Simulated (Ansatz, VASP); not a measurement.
# Two plane-wave programs on TaN

```
Ta N
1.0
     0.00000    2.17900    2.07005
     2.17900    0.00000    2.07005
     2.17900    2.17900    0.00000
Ta N
1 1
Direct
  0.50000 0.50000 0.50000
  0.00000 0.00000 0.00000
```

Change from the starting cell: strain +0.000 along x and y, -0.050 along z, atoms carried along.

Alike in both runs: task single point; functional PBE; k mesh 18 × 18 × 18; occupations gaussian, width 0.15 eV; no spin polarisation.

```csv
,VASP,Ansatz
version,VASP 6.6.1,Ansatz 0.2.0
potentials or method,"VASP PAW PBE potentials, release 64 (Ta_pv, N), cutoff 520 eV","scalar-relativistic, plane waves, PAW"
valence electrons in the cell,16,18
```

Ansatz gave:

| Item | Value |
| --- | --- |
| gap on the k mesh at the Fermi level (eV) | none |
| pressure (GPa) | 39.7 |
| traceless stress, the component that is largest in VASP (GPa) | 32.73 |

Question: What did VASP give for the same quantities?

Answer: gap on the k mesh at the Fermi level (eV): none; pressure (GPa): 41.0; traceless stress, the component that is largest in VASP (GPa): 33.02.

A gap of «none» marks a metal or a gap that the smearing closes. Both programs put the cell under a high pressure, so it lies far from rest at this level. VASP's potentials hold 16 valence electrons a cell and Ansatz's 18, so a difference there can come from the potentials and not from the codes.

Neither program's run includes spin-orbit coupling.
